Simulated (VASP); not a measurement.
Input of a VASP 6.6.1 run:

File INCAR:

```
SYSTEM = CoGe3Pd
PREC     = Accurate       ! precision mode
ENCUT    = 520            ! plane-wave cutoff, eV
EDIFF    = 1E-6           ! SCF threshold, eV
ISMEAR   = 0              ! smearing method
SIGMA    = 0.1            ! smearing width, eV
LREAL    = .False.        ! projectors in reciprocal space
LASPH    = .True.         ! aspherical terms in the spheres
NELM     = 150            ! most SCF steps
ALGO     = Normal         ! electronic algorithm
ISIF     = 2              ! what is computed and relaxed
LWAVE    = .False.        ! write WAVECAR
LCHARG   = .True.         ! write CHGCAR
ISPIN    = 2              ! spin polarisation
MAGMOM   = 2.41 0 0 0 0   ! initial moments
LORBIT   = 11             ! projections on sites
LMAXMIX  = 4              ! l up to which the mixer works
GGA      = PE             ! functional
LELF     = .True.         ! ELF
LVHAR    = .True.       
NBANDS   = 42             ! bands
```

KPOINTS

```
Automatic mesh
0
Gamma
  8 8 8
  0 0 0
```

File POSCAR:

```
CoGe3Pd
1.0
    4.8184764526      0.0000000000      0.0000000000
    0.0000000000      4.8184764526      0.0000000000
    0.0000000000      0.0000000000      4.8184764526
Co Ge Pd
1 3 1
Direct
    0.0000000000      0.0000000000      0.0000000000
    0.0000000000      0.5000000000      0.5000000000
    0.5000000000      0.0000000000      0.5000000000
    0.5000000000      0.5000000000      0.0000000000
    0.5000000000      0.5000000000      0.5000000000
```

Potentials or basis: VASP PAW PBE potentials, release 64 (Co, Ge_d, Pd).

Command:

```console
$ cat potpaw_PBE.64/Co/POTCAR potpaw_PBE.64/Ge_d/POTCAR potpaw_PBE.64/Pd/POTCAR > POTCAR
$ mpirun -np 1 vasp_std > vasp.out
```

(1) Predict the net moment.

(2) What does it give for the pressure?

(3) Predict the site moments.

Results:

(1) 1.84 μB per cell.

(2) 0.1 GPa.

(3) Co +2.00; Ge -0.03; Pd -0.01 μB.
